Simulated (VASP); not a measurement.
Write the native input for VASP 6.6.1 that does the following.

```yaml
Task: single point
Functional: PBEsol
Potentials_or_basis: VASP PAW PBE potentials, release 64 (Sc_sv)
Cutoff: 520 eV
k_mesh: 6 × 6 × 6
Occupations: gaussian, width 0.1 eV
Spin: no spin polarisation
Dipole_correction: no
Further_INCAR_settings: ALGO = Normal; EDIFF = 1e-06; NBANDS = 78
```

The structure of Sc lies in POSCAR:

```
Sc
1.0
    3.4940829065      2.0173097067      8.1402203207
   -3.4940829065      2.0173097067      8.1402203207
    0.0000000000     -4.0346194133      8.1402203207
Sc
12
Direct
    0.0725183734      0.5409783910      0.0725183734
    0.0725183734      0.0725183734      0.5409783910
    0.5409783910      0.0725183734      0.0725183734
    0.9274816266      0.4590216090      0.9274816266
    0.4590216090      0.9274816266      0.9274816266
    0.9274816266      0.9274816266      0.4590216090
    0.2223058863      0.6329919033      0.2223058863
    0.2223058863      0.2223058863      0.6329919033
    0.6329919033      0.2223058863      0.2223058863
    0.7776941137      0.3670080967      0.7776941137
    0.3670080967      0.7776941137      0.7776941137
    0.7776941137      0.7776941137      0.3670080967
```

One way to write it, as run:

INCAR

```
ALGO = Normal
EDIFF = 1E-6
ENCUT = 520
GGA = PS
ISIF = 2
ISMEAR = 0
LASPH = True
LCHARG = True
LELF = True
LREAL = False
LVHAR = True
LWAVE = False
NBANDS = 78
NELM = 100
PREC = Accurate
SIGMA = 0.1
```

KPOINTS

```
k-points
0
Gamma
  6 6 6
```

Potentials or basis: VASP PAW PBE potentials, release 64 (Sc_sv).

Command:

```console
$ cat potpaw_PBE.64/Sc_sv/POTCAR > POTCAR
$ mpirun -np 1 vasp_std > vasp.out
```

It gave:

- Pressure: 0.0 GPa
- Largest force: 0.025 eV/Å
- Band gap on the k mesh: zero (band 66 reaches 2.59 eV, above the bottom of band 67 at 2.29 eV)

Caveat: the PAW data sets were made with another functional, which shifts forces and pressure a little.

Run time: 44 min on 1 thread of Intel(R) Xeon(R) Platinum 8259CL CPU @ 2.50GHz (Skylake/Cascade Lake) (shared host), peak memory 1 GiB.
